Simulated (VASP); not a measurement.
# SiC (Moissanite 3C) (F-43m) in VASP: notebook

Aim: see how the results for SiC (Moissanite 3C) move with the level of theory and the settings. Levels: r2SCAN, PBE0. Tasks: relaxation of the atoms, single point.

All numbers are computed with VASP 6.6.1; they aren't measurements. Logs are shortened: lines on timing, memory, paths and dates and some standing lists are left out, and cuts for length are marked.

**The experiment to reproduce.**

From “Insight into the structural, elastic and electronic properties of a new orthorhombic 6O-SiC polytype”, 2020, pmc:7200658, for a bulk crystal of SiC: band gap 2.4 eV (indirect).

The results are compared with them further down.

## 1. The cell of the first run

The structure is cubic, space group F-43m (No. 216). The conventional cell has a = 4.357 Å, b = 4.357 Å, c = 4.357 Å, α = 90.00°, β = 90.00°, γ = 90.00°. Within 2.5 Å of Si (site symmetry -43m) lie 4 C at 1.89 Å. C (site symmetry -43m) has 4 Si at 1.89 Å within 2.5 Å.

## 2. Relaxation of the atoms, r2SCAN

POSCAR reads:

```
SiC
1.0
    0.0000000000      2.1783189300      2.1783189300
    2.1783189300      0.0000000000      2.1783189300
    2.1783189300      2.1783189300      0.0000000000
Si C
1 1
Direct
    0.0000000000      0.0000000000      0.0000000000
    0.2500000000      0.2500000000      0.2500000000
```

INCAR.step1 reads:

```
SYSTEM = SiC
PREC     = Accurate       ! precision mode
ENCUT    = 520            ! plane-wave cutoff, eV
ISMEAR   = -1             ! smearing method
SIGMA    = 0.02           ! smearing width, eV
LREAL    = .False.        ! projectors in reciprocal space
LASPH    = .True.         ! aspherical terms in the spheres
NELM     = 100            ! most SCF steps
GGA      = PE             ! functional
ALGO     = Normal         ! electronic algorithm
EDIFF    = 1E-4           ! SCF threshold, eV
LWAVE    = .True.         ! write WAVECAR
LCHARG   = .False.        ! write CHGCAR
```

INCAR.step2 reads:

```
SYSTEM = SiC
PREC     = Accurate       ! precision mode
ENCUT    = 520            ! plane-wave cutoff, eV
EDIFF    = 1E-6           ! SCF threshold, eV
ISMEAR   = -1             ! smearing method
SIGMA    = 0.02           ! smearing width, eV
LREAL    = .False.        ! projectors in reciprocal space
LASPH    = .True.         ! aspherical terms in the spheres
NELM     = 100            ! most SCF steps
ALGO     = Normal         ! electronic algorithm
ISIF     = 2              ! what is computed and relaxed
LWAVE    = .False.        ! write WAVECAR
LCHARG   = .False.        ! write CHGCAR
METAGGA  = R2SCAN         ! meta-GGA
LMIXTAU  = .True.       
IBRION   = 2              ! ionic algorithm
NSW      = 50             ! ionic steps
EDIFFG   = -0.01          ! ionic threshold
ISTART   = 1
```

KPOINTS reads:

```
Automatic mesh
0
Gamma
  12 12 12
  0 0 0
```

Potentials or basis: VASP PAW PBE potentials, release 64 (Si, C).

On the command line:

```sh
$ cat potpaw_PBE.64/Si/POTCAR potpaw_PBE.64/C/POTCAR > POTCAR
$ cp INCAR.step1 INCAR
$ mpirun -np 1 vasp_std > vasp.out
$ cp INCAR.step2 INCAR
$ mpirun -np 1 vasp_std > vasp.out
```

OUTCAR:

```text
SYSTEM = SiC
   PREC = Accurate
   ENCUT = 520
   EDIFF = 1E-6
   ISMEAR = -1
   LREAL = .False.
   LASPH = .True.
   NELM = 100
   ISIF = 2
   METAGGA = R2SCAN
   IBRION = 2
   NSW = 50
   EDIFFG = -0.01
   ISTART = 1

 ion  position               nearest neighbor table
   1  0.000  0.000  0.000-   2 1.89   2 1.89   2 1.89   2 1.89
   2  0.250  0.250  0.250-   1 1.89   1 1.89   1 1.89   1 1.89

  LATTYP: Found a face centered cubic cell.
 ALAT       =     4.3566378600

  Lattice vectors:

 A1 = (   0.0000000000,   2.1783189300,   2.1783189300)
 A2 = (   2.1783189300,   0.0000000000,   2.1783189300)
 A3 = (   2.1783189300,   2.1783189300,   0.0000000000)

Analysis of symmetry for initial positions (statically):
=====================================================================
 Subroutine PRICEL returns:
 Original cell was already a primitive cell.

 Routine SETGRP: Setting up the symmetry group for a
 face centered cubic supercell.

 Subroutine GETGRP returns: Found 24 space group operations
 (whereof 24 operations were pure point group operations)
 out of a pool of 48 trial point group operations.

The static configuration has the point symmetry T_d .

Analysis of symmetry for dynamics (positions and initial velocities):
=====================================================================
 Subroutine PRICEL returns:
 Original cell was already a primitive cell.

 Routine SETGRP: Setting up the symmetry group for a
 face centered cubic supercell.

 Subroutine GETGRP returns: Found 24 space group operations
 (whereof 24 operations were pure point group operations)
 out of a pool of 48 trial point group operations.

The dynamic configuration has the point symmetry T_d .

 Subroutine INISYM returns: Found 24 space group operations
 (whereof 24 operations are pure point group operations),
 and found     1 'primitive' translations

----------------------------------------------------------------------------------------

                                     Primitive cell

  volume of cell :      20.6726

  direct lattice vectors                    reciprocal lattice vectors
     0.000000000  2.178318930  2.178318930    -0.229534800  0.229534800  0.229534800
     2.178318930  0.000000000  2.178318930     0.229534800 -0.229534800  0.229534800
     2.178318930  2.178318930  0.000000000     0.229534800  0.229534800 -0.229534800

  length of vectors
     3.080608174  3.080608174  3.080608174     0.397565936  0.397565936  0.397565936

  position of ions in fractional coordinates (direct lattice)
     0.000000000  0.000000000  0.000000000
     0.250000000  0.250000000  0.250000000

  ion indices of the primitive-cell ions
   primitive index   ion index
                 1           1
                 2           2

----------------------------------------------------------------------------------------

 KPOINTS: Automatic mesh

Automatic generation of k-mesh.
 Grid dimensions read from file:
 generate k-points for:   12   12   12

 Generating k-lattice:

  Cartesian coordinates                     Fractional coordinates (reciprocal lattice)
    -0.019127900  0.019127900  0.019127900     0.083333333  0.000000000  0.000000000
     0.019127900 -0.019127900  0.019127900     0.000000000  0.083333333  0.000000000
     0.019127900  0.019127900 -0.019127900     0.000000000  0.000000000  0.083333333

  Length of vectors
     0.033130495  0.033130495  0.033130495

  Shift w.r.t. Gamma in fractional coordinates (k-lattice)
     0.000000000  0.000000000  0.000000000

 Subroutine IBZKPT returns following result:
 ===========================================

 Found     72 irreducible k-points:

 Following reciprocal coordinates:
            Coordinates               Weight
  0.000000  0.000000  0.000000      1.000000
  0.083333  0.000000  0.000000      8.000000
  0.166667  0.000000  0.000000      8.000000
  0.250000  0.000000  0.000000      8.000000
  0.333333  0.000000  0.000000      8.000000
  0.416667  0.000000  0.000000      8.000000
[... 16 lines left out ...]
  0.500000  0.166667  0.000000     24.000000
 -0.416667  0.166667  0.000000     24.000000
 [... further k-points ...]
   k-points           NKPTS =     72   k-points in BZ     NKDIM =     72   number of bands    NBANDS=      8
   number of dos      NEDOS =    301   number of ions     NIONS =      2
   total plane-waves  NPLWV =  13824
   dimension x,y,z NGX =    24 NGY =   24 NGZ =   24
   dimension x,y,z NGXF=    48 NGYF=   48 NGZF=   48
   ions per type =               1   1
   NGX,Y,Z   is equivalent  to a cutoff of  12.95, 12.95, 12.95 a.u.
   NGXF,Y,Z  is equivalent  to a cutoff of  25.90, 25.90, 25.90 a.u.
 SYSTEM =  SiC
   PREC   = accura    normal or accurate (medium, high low for compatibility)
   ISTART =      1    job   : 0-new  1-cont  2-samecut
   ICHARG =      0    charge: 1-file 2-atom 10-const
   ISPIN  =      1    spin polarized calculation?
   LNONCOLLINEAR =      F non collinear calculations
   LSORBIT =      F    spin-orbit coupling
   LASPH  =      T    aspherical Exc in radial PAW
   ENCUT  =  520.0 eV  38.22 Ry    6.18 a.u.   5.73  5.73  5.73*2*pi/ulx,y,z
   NELM   =    100;   NELMIN=  2; NELMDL=  0     # of ELM steps
   EDIFF  = 0.1E-05   stopping-criterion for ELM
   LREAL  =      F    real-space projection
   EDIFFG = -.1E-01   stopping-criterion for IOM
   NSW    =     50    number of steps for IOM
   IBRION =      2    ionic relax: 0-MD 1-quasi-New 2-CG
   NFREE  =      1    steps in history (QN), initial steepest desc. (CG)
   ISIF   =      2    stress and relaxation
   ISYM   =      2    0-nonsym 1-usesym 2-fastsym
   POTIM  = 0.5000    time-step for ionic-motion
   TEBEG  =    0.0;   TEEND  =   0.0 temperature during run
   PSTRESS=    0.0 pullay stress
   NELECT =       8.0000    total number of electrons
   NUPDOWN=      -1.0000    fix difference up-down
   EMIN   =  10.00;   EMAX   =-10.00  energy-range for DOS
   EFERMI =   0.00;   METHOD = LEGACY
   ISMEAR =    -1;   SIGMA  =   0.02  broadening in eV -4-tet -1-fermi 0-gaus
   EFERMI_NEDOS =   21; number of points for ismear=-14 and -15
   IALGO  =     38    algorithm
   IMIX   =      4    mixing-type and parameters
     AMIX     =   0.40;   BMIX     =  1.00
     AMIX_MAG =   1.60;   BMIX_MAG =  1.00
  volume/ion in A,a.u.               =      10.34        69.75
  Fermi-wavevector in a.u.,A,eV,Ry     =   1.192999  2.254441 19.364441  1.423246
  Thomas-Fermi vector in A             =   2.329024
   LORBIT       =      0    0 simple, 1 ext, 2 COOP (PROOUT), +10 PAW based schemes
   METAGGA = R2SCAN    functional components
   LHFCALC =     F    Hartree Fock is set to
   AEXX    =    0.0000 exact exchange contribution
   IVDW    =     0    specifies the selected vdW correction
   LEPSILON=     F    determine dielectric tensor
   LRPA    =     F    only Hartree local field effects (RPA)
 conjugate gradient relaxation of ions
 non-spin polarized calculation
  energy-cutoff  :      520.00
  volume of cell :       20.67
 maximum number of plane-waves:       568
   NGX = 11   NGY = 11   NGZ = 11

 number of electron       8.0000001 magnetization

 Free energy of the ion-electron system (eV)
  ---------------------------------------------------
  ext. energy  EPLUGINS =         0.00000000
  ---------------------------------------------------
  free energy    TOTEN  =       -19.32705812 eV

  energy without entropy =      -19.32705812  energy(sigma->0) =      -19.32705812

 E-fermi :   8.4118     XC(G=0): -11.9387

 val. band max:        7.9926514091   @ k =   0.0000   0.0000   0.0000
 cond. band min:       9.7171516503   @ k =   0.5000   0.5000   0.0000
 fundamental gap:      1.7245002412
 Fermi energy:         8.4118358304

 k-point     1 :       0.0000    0.0000    0.0000
  band No.  band energies     occupation
      1      -8.1944      2.00000
      2       7.9927      2.00000
      3       7.9927      2.00000
      4       7.9927      2.00000
      5      14.8385      0.00000
      6      15.8485      0.00000
      7      15.8485      0.00000
      8      15.8485      0.00000

 k-point     2 :       0.0833    0.0000    0.0000
  band No.  band energies     occupation
      1      -8.0535      2.00000
      2       7.2373      2.00000
      3       7.8934      2.00000
      4       7.8934      2.00000
      5      15.0758      0.00000
      6      16.0357      0.00000
      7      16.0357      0.00000
      8      16.0481      0.00000

 k-point     3 :       0.1667    0.0000    0.0000
  band No.  band energies     occupation
      1      -7.6357      2.00000
      2       5.5238      2.00000
      3       7.6472      2.00000
      4       7.6472      2.00000
      5      14.9206      0.00000
      6      16.3994      0.00000
      7      16.3994      0.00000
      8      17.0657      0.00000

 k-point     4 :       0.2500    0.0000    0.0000
  band No.  band energies     occupation
      1      -6.9578      2.00000
      2       3.5215      2.00000
      3       7.3569      2.00000
      4       7.3569      2.00000
      5      14.5604      0.00000
      6      16.4816      0.00000
      7      16.4816      0.00000
      8      18.1709      0.00000

 k-point     5 :       0.3333    0.0000    0.0000
  band No.  band energies     occupation
      1      -6.0646      2.00000
      2       1.5681      2.00000
      3       7.1062      2.00000
      4       7.1062      2.00000
      5      14.2519      0.00000
      6      16.1927      0.00000
      7      16.1927      0.00000
      8      18.7976      0.00000
[... 177 lines left out ...]
 k-point    22 :       0.4167    0.1667    0.0000
  band No.  band energies     occupation
      1      -5.2820      2.00000
      2       1.2830      2.00000
      3       5.5899      2.00000
      4       6.0748      2.00000
      5      13.2846      0.00000
      6      16.5663      0.00000
      7      17.9476      0.00000
      8      18.2126      0.00000

 k-point    23 :       0.5000    0.1667    0.0000
  band No.  band energies     occupation
      1      -4.4063      2.00000
      2      -0.0545      2.00000
      3       5.1142      2.00000
      4       6.1585      2.00000
      5      13.3422      0.00000
      6      16.4763      0.00000
      7      17.4802      0.00000
      8      19.4761      0.00000

 k-point    24 :      -0.4167    0.1667    0.0000
  band No.  band energies     occupation
      1      -4.2325      2.00000
      2      -0.2894      2.00000
      3       4.7892      2.00000
      4       6.4080      2.00000
      5      13.6639      0.00000
      6      16.3800      0.00000
      7      17.1423      0.00000
      8      20.0870      0.00000

 [... further k-points ...]

------------------------ aborting loop because EDIFF is reached ----------------------------------------

  FORCE on cell =-STRESS in cart. coord.  units (eV):
  Direction    XX          YY          ZZ          XY          YZ          ZX
  --------------------------------------------------------------------------------------
  -------------------------------------------------------------------------------------
  Total       -0.0299232     -0.0299232     -0.0299232      0.0000000     -0.0000000      0.0000000
  in kB       -2.3191278     -2.3191278     -2.3191278      0.0000000     -0.0000000      0.0000000
  external PRESSURE =      -2.3191278 kB  Pullay stress =       0.0000000 kB

 VOLUME and BASIS-vectors are now :
 -----------------------------------------------------------------------------
  energy-cutoff  :      520.00
  volume of cell :       20.67
      direct lattice vectors                 reciprocal lattice vectors
     0.000000000  2.178318930  2.178318930    -0.229534800  0.229534800  0.229534800
     2.178318930  0.000000000  2.178318930     0.229534800 -0.229534800  0.229534800
     2.178318930  2.178318930  0.000000000     0.229534800  0.229534800 -0.229534800

 POSITION                                       TOTAL-FORCE (eV/Angst)
 -----------------------------------------------------------------------------------
      0.00000      0.00000      0.00000         0.000000     -0.000000      0.000000
      1.08916      1.08916      1.08916         0.000000      0.000000     -0.000000
 -----------------------------------------------------------------------------------
    total drift:                               -0.000001     -0.000001     -0.000001

  FREE ENERGIE OF THE ION-ELECTRON SYSTEM (eV)
  ---------------------------------------------------
  free  energy   TOTEN  =       -19.3270581226 eV

  energy  without entropy=      -19.3270581226  energy(sigma->0) =      -19.32705812

 reached required accuracy - stopping structural energy minimisation
```

Run time: 34 s. Hardware: 1 thread of Intel Xeon 6975P-C, shared host; peak memory 0.14 GiB.

What came out:

| Quantity | Value |
| --- | --- |
| Free energy | -19.3271 eV |
| Pressure after relaxing | -0.2 GPa |
| Band gap on the k mesh | 1.72 eV, indirect (least direct gap 5.06 eV) |

Final structure:
```yaml
crystal:
  lattice:
    - [0.00000, 2.17832, 2.17832]
    - [2.17832, 0.00000, 2.17832]
    - [2.17832, 2.17832, 0.00000]
  atoms:
    - { symbol: Si, position: [0.00000, 0.00000, 0.00000] }
    - { symbol: C, position: [0.25000, 0.25000, 0.25000] }
```

Levels at points of the mesh, in eV from the valence-band top:
| k point | band 2 | band 3 | band 4 | band 5 | band 6 | band 7 |
| --- | --- | --- | --- | --- | --- | --- |
| (0.00, 0.00, 0.00) | 0.00 | 0.00 | 0.00 | 6.85 | 7.86 | 7.86 |
| (0.50, 0.00, 0.00) | -8.82 | -1.11 | -1.11 | 6.00 | 7.75 | 7.75 |
| (0.50, 0.50, 0.00) | -8.05 | -3.34 | -3.34 | 1.72 | 4.83 | 15.14 |

Caveat: the relaxation stopped at its first step, so nothing moved; the PAW data sets were made with another functional, which shifts forces and pressure a little.

## 3. Relaxation of the atoms, r2SCAN

This run uses another cell than the first one, of 10.54 Å³/atom, 1.020 times its volume.

POSCAR reads:

```
SiC
1.0
    0.0000000000      2.1927453000      2.1927453000
    2.1927453000      0.0000000000      2.1927453000
    2.1927453000      2.1927453000      0.0000000000
Si C
1 1
Direct
    0.0000000000      0.0000000000      0.0000000000
    0.2500000000      0.2500000000      0.2500000000
```

INCAR.step1 reads:

```
PREC = Accurate
ENCUT = 520
ISMEAR = -1
SIGMA = 0.02
LREAL = False
LASPH = True
NELM = 80
GGA = PE
ALGO = Normal
EDIFF = 1E-4
LWAVE = True
LCHARG = False
```

INCAR.step2 reads:

```
PREC = Accurate
ENCUT = 520
EDIFF = 1E-6
ISMEAR = -1
SIGMA = 0.02
LREAL = False
LASPH = True
NELM = 80
ALGO = Normal
ISIF = 2
LWAVE = False
LCHARG = False
METAGGA = R2SCAN
LMIXTAU = True
IBRION = 2
NSW = 50
EDIFFG = -0.01
ISTART = 1
```

KPOINTS reads:

```
Automatic mesh
0
Gamma
  12 12 12
```

Potentials or basis: VASP PAW PBE potentials, release 64 (Si, C).

On the command line:

```sh
$ cat potpaw_PBE.64/Si/POTCAR potpaw_PBE.64/C/POTCAR > POTCAR
$ cp INCAR.step1 INCAR
$ mpirun -np 1 vasp_std > vasp.out
$ cp INCAR.step2 INCAR
$ mpirun -np 1 vasp_std > vasp.out
```

Run time: 24 s. Hardware: 1 thread of Intel Xeon 6975P-C, shared host; peak memory 0.14 GiB.

Results (log left out):

| Quantity | Value |
| --- | --- |
| Free energy | -19.3210 eV |
| Pressure after relaxing | -4.5 GPa |
| Band gap on the k mesh | 1.74 eV, indirect (least direct gap 5.03 eV) |

Final structure:
```cif
data_structure
_symmetry_space_group_name_H-M 'P 1'
_symmetry_Int_Tables_number 1
_cell_length_a 3.1010
_cell_length_b 3.1010
_cell_length_c 3.1010
_cell_angle_alpha 60.000
_cell_angle_beta 60.000
_cell_angle_gamma 60.000
_cell_volume 21.09
loop_
_atom_site_label
_atom_site_type_symbol
_atom_site_fract_x
_atom_site_fract_y
_atom_site_fract_z
_atom_site_occupancy
Si1 Si 0.00000 0.00000 0.00000 1
C1 C 0.25000 0.25000 0.25000 1
```

Levels at points of the mesh, in eV from the valence-band top:
```csv
k point,band 1,band 2,band 3,band 4,band 5,band 6,band 7,band 8
"(0.00, 0.00, 0.00)",-16.03,0.00,0.00,0.00,6.60,7.71,7.71,7.71
"(0.50, 0.00, 0.00)",-12.48,-8.72,-1.10,-1.10,5.81,7.67,7.67,10.84
"(0.50, 0.50, 0.00)",-11.03,-7.99,-3.30,-3.30,1.74,4.75,14.89,14.89
```

Caveat: the relaxation stopped at its first step, so nothing moved; the PAW data sets were made with another functional, which shifts forces and pressure a little.

(Continued in part 2 of 2.)
